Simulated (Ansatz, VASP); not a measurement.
One calculation of TePb, two programs

Contents of INCAR:

```
SYSTEM = TePb
PREC = Accurate
ENCUT = 520
EDIFF = 1E-8
ISMEAR = -1
SIGMA = 0.03
LREAL = .False.
LASPH = .True.
NELM = 80
ALGO = Normal
ISIF = 2
LWAVE = .False.
LCHARG = .False.
GGA = PS
LEFG = .True.
NBANDS = 17
```

File KPOINTS:

```
regular mesh
0
Gamma
  10 10 10
  0 0 0
```

File POSCAR:

```
TePb
1.0
    0.0000000000      3.2053416293      3.2053416293
    3.2053416293      0.0000000000      3.2053416293
    3.2053416293      3.2053416293      0.0000000000
Te Pb
1 1
Direct
    0.5000000000      0.5000000000      0.5000000000
    0.0000000000      0.0000000000      0.0000000000
```

Input for Ansatz:

```yaml
crystal:
  lattice:
    - [0.0, 3.2053416293, 3.2053416293]
    - [3.2053416293, 0.0, 3.2053416293]
    - [3.2053416293, 3.2053416293, 0.0]
  atoms:
    - { symbol: Te, position: [0.5, 0.5, 0.5] }
    - { symbol: Pb, position: [0.0, 0.0, 0.0] }
kpoints:
  mp_grid: { grid: [10, 10, 10] }
scf:
  occupations: { method: fermi_dirac, width: 0.03 }
hamiltonian:
  xc: pbesol
  pseudopotentials: { kind: all_electron, datasets: crystal }
output:
  forces: true
  stress: true
  eigenvalues: true
  efg: { contact_densities: true }
```

Change from the starting cell: volume scaled by 0.98, crystal datasets.

Alike in both runs: task electric field gradients; functional PBEsol; k mesh 10 × 10 × 10; occupations fermi-dirac, width 0.03 eV; no spin polarisation.

|  | VASP | Ansatz |
| --- | --- | --- |
| version | VASP 6.6.1 | Ansatz 0.2.0 |
| potentials or method | VASP PAW PBE potentials, release 64 (Te, Pb_d), cutoff 520 eV | all-electron PAW with datasets made for the crystal, scalar-relativistic |

```tsv
	VASP	Ansatz	Ansatz less VASP
pressure (GPa)	0.7	0.7	+0.03
```

VASP's potentials were made for PBE, not for PBEsol. Ansatz ran all-electron here, and VASP with PAW potentials.

Neither program's run includes spin-orbit coupling.
